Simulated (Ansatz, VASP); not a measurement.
Ru3S in VASP and in Ansatz

Contents of INCAR:

```
SYSTEM = Ru3S
  PREC = Accurate
  ENCUT = 600
  EDIFF = 1E-6
  ISMEAR = 0
  SIGMA = 0.1
  LREAL = .FALSE.
  LASPH = .TRUE.
  NELM = 150
  ALGO = Fast
  ISIF = 3
  LWAVE = .FALSE.
  LCHARG = .FALSE.
  ISPIN = 2
  MAGMOM = 0.21 0.21 0.21 0
  LORBIT = 11
  LMAXMIX = 4
  GGA = PE
  IBRION = 2
  NSW = 90
  EDIFFG = -0.04
```

File KPOINTS:

```
regular mesh
0
G
  4 4 4
  0 0 0
```

File POSCAR:

```
Ru3S
1.0
    3.8839316487      0.0000000000      0.0000000000
    0.0000000000      3.8839316487      0.0000000000
    0.0000000000      0.0000000000      3.8839316487
Ru S
3 1
Direct
    0.0000000000      0.5000000000      0.5000000000
    0.5000000000      0.0000000000      0.5000000000
    0.5000000000      0.5000000000      0.0000000000
    0.0000000000      0.0000000000      0.0000000000
```

Input for Ansatz:

```yaml
crystal:
  lattice:
    - [3.8839316487, 0.0, 0.0]
    - [0.0, 3.8839316487, 0.0]
    - [0.0, 0.0, 3.8839316487]
  atoms:
    - { symbol: Ru, position: [0.0, 0.5, 0.5], spin: 0.21 }
    - { symbol: Ru, position: [0.5, 0.0, 0.5], spin: 0.21 }
    - { symbol: Ru, position: [0.5, 0.5, 0.0], spin: 0.21 }
    - { symbol: S, position: [0.0, 0.0, 0.0] }
basis:
  ecutwfc: 420
kpoints:
  mp_grid: { grid: [4, 4, 4] }
hamiltonian:
  xc: pbe
scf:
  occupations: { method: gaussian, width: 0.1 }
  lower_state_search: "off"
output:
  forces: true
  stress: true
  eigenvalues: true
  populations: true
magnetization:
  spin_polarized: true
relax:
  adjacent_minimum: "off"
  f_tol: 0.04
  max_steps: 70
  cell: { stress_tol: 0.4 }
```

Alike in both runs: task relaxation of cell and atoms; functional PBE; k mesh 4 × 4 × 4; occupations gaussian, width 0.1 eV; collinear spin.

|  | VASP | Ansatz |
| --- | --- | --- |
| version | VASP 6.6.1 | Ansatz 0.2.0 |
| potentials or method | VASP PAW PBE potentials, release 64 (Ru_pv, S), cutoff 600 eV | scalar-relativistic, plane waves, PAW |
| valence electrons in the cell | 48 | 54 |

|  | VASP | Ansatz | Ansatz less VASP |
| --- | --- | --- | --- |
| gap on the k mesh at the Fermi level, each at its own relaxed structure (eV) | none | none | - |
| net moment per atom (μB) | 0.00 | 0.00 | 0.000 |
| relaxed volume (Å³/atom) | 13.70 | 13.69 | -0.007 |
| relaxed length of the cell vector where the two differ most in proportion (Å) | 3.798 | 3.798 | -0.0006 |

A gap of «none» marks a metal or a gap that the smearing closes. VASP's potentials hold 48 valence electrons a cell and Ansatz's 54, so a difference there can come from the potentials and not from the codes. Ansatz's warnings: seeded moment not kept.

The k mesh is coarse, so the values compare programs but aren't converged.
